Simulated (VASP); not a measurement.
Zr: single point with PBE

Crystal: Zr.

```xyz
4
Lattice="-3.6200 3.6200 3.6200 3.6200 -3.6200 3.6200 1.8100 1.8100 -1.8100" Properties=species:S:1:pos:R:3 pbc="T T T"
Zr   -0.1346    0.0701    0.1571
Zr    1.8073   -2.0081    2.0315
Zr   -1.7677    1.8107    1.6287
Zr    0.0093    0.0721    3.4793
```

```
Program             : VASP 6.6.1
Task                : single point
Functional          : PBE
Potentials or basis : VASP PAW PBE potentials, release 64 (Zr_sv)
Cutoff              : 520 eV
k mesh              : 4 × 4 × 7
Occupations         : fermi-dirac, width 0.08 eV
Spin                : no spin polarisation
```

| Item | Value |
| --- | --- |
| Pressure | -0.9 GPa |
| Largest force | 1.403 eV/Å |
| Band gap on the k mesh | zero (bands 24 and 25 overlap by 1.01 eV) |

Forces in eV/Å, atoms in the order of the input:
```
Zr   0.843 -1.117 -0.095
Zr  -0.507  0.276 -0.483
Zr  -0.479  0.606  0.506
Zr   0.142  0.235  0.073
```

Stress tensor (GPa, compression positive):
```
-0.69 -1.21 -0.53
-1.21 -1.18 -0.60
-0.53 -0.60 -0.91
```

Levels at points of the mesh, in eV from the Fermi level:
| k point | band 22 | band 23 | band 24 | band 25 | band 26 | band 27 |
| --- | --- | --- | --- | --- | --- | --- |
| (0.00, 0.00, 0.00) | -0.66 | -0.46 | 0.71 | 0.98 | 1.18 | 1.66 |
| (0.50, 0.00, 0.00) | -0.59 | -0.32 | -0.27 | 0.03 | 0.32 | 0.75 |
| (0.00, 0.50, 0.00) | -0.75 | -0.39 | -0.19 | 0.17 | 0.50 | 0.62 |
| (0.50, 0.50, 0.00) | -0.57 | -0.17 | -0.01 | 0.09 | 0.16 | 0.58 |

Wall time 4.8 min on 1 thread of Intel Xeon 8259CL, on a shared host, peak memory 0.29 GiB.

Caveat: forces of over 1 eV/Å act on the atoms, so gaps and moduli don't describe the material at rest.
